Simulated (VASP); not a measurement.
MgO (zincblende type):

```
Mg O
1.0
     0.00000    2.24680    2.24680
     2.24680    0.00000    2.24680
     2.24680    2.24680    0.00000
Mg O
1 1
Direct
  0.00000 0.00000 0.00000
  0.25000 0.25000 0.25000
```

```yaml
Program: VASP 6.6.1
Task: relaxation of cell and atoms
Functional: PBE
Potentials_or_basis: VASP PAW PBE potentials, release 64 (Mg, O)
Cutoff: 600 eV
k_mesh: 15 × 15 × 15
Occupations: fermi-dirac, width 0.05 eV
Spin: no spin polarisation
```

At the start: pressure 10.0 GPa; volume 11.34 Å³/atom.

Task: Where does the relaxation end?

Result: Over 3 steps the energy falls by 25.4 meV/atom and the volume is 12.21 Å³/atom (+7.7 %); space group F-43m (No. 216, to 0.05 Å).

The path:
```
step  energy change (eV)  largest force (eV/Å)  pressure (GPa)  volume (Å³)
   1              0.0000                0.0000            9.97        22.68
   2             -0.0447                0.0000           -2.89        25.08
   3             -0.0508                0.0000            0.03        24.42
```

Final structure:
```
Mg O
1.0
     0.00000    2.30272    2.30272
     2.30272    0.00000    2.30272
     2.30272    2.30272    0.00000
Mg O
1 1
Direct
  0.00000 0.00000 0.00000
  0.25000 0.25000 0.25000
```
